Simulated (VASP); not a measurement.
Rb: single point with r2SCAN

Rb:

```
Rb
1.0
     5.08821    0.00000    0.00000
    -2.54410    4.40652    0.00000
     0.00000    0.00000    8.44206
Rb
2
Direct
  0.33333 0.66667 0.25000
  0.66667 0.33333 0.75000
```

| Quantity | Value |
| --- | --- |
| Program | VASP 6.6.1 |
| Task | single point |
| Functional | r2SCAN |
| Potentials or basis | VASP PAW PBE potentials, release 64 (Rb_sv) |
| Cutoff | 520 eV |
| k mesh | 6 × 6 × 2 |
| Occupations | gaussian, width 0.1 eV |
| Spin | no spin polarisation |

| Property | Result |
| --- | --- |
| Pressure | 0.0 GPa |
| Band gap on the k mesh | zero (band 9 reaches 1.05 eV, above the bottom of band 10 at -1.39 eV) |

Stress tensor (GPa, compression positive):
```
 0.14  0.00  0.00
 0.00  0.14  0.00
 0.00  0.00 -0.24
```

Levels at points of the mesh, in eV from the Fermi level:
| k point | band 7 | band 8 | band 9 | band 10 | band 11 | band 12 |
| --- | --- | --- | --- | --- | --- | --- |
| (0.00, 0.00, 0.00) | -13.74 | -13.74 | -2.20 | 0.07 | 0.34 | 3.69 |
| (0.50, 0.00, 0.00) | -13.76 | -13.75 | -0.02 | 0.12 | 1.21 | 1.56 |
| (0.00, 0.00, 0.50) | -13.74 | -13.74 | -1.52 | -1.52 | 2.29 | 2.29 |
| (0.50, 0.00, 0.50) | -13.76 | -13.76 | 0.36 | 0.36 | 0.71 | 0.71 |

It took 2.3 min on 1 thread of AMD EPYC 9R45 96-Core Processor (Zen 5), on a shared host, peak memory 0.31 GiB.

Caveat: the k points lie up to 0.37 Å⁻¹ apart; the PAW data sets were made with another functional, which shifts forces and pressure a little.
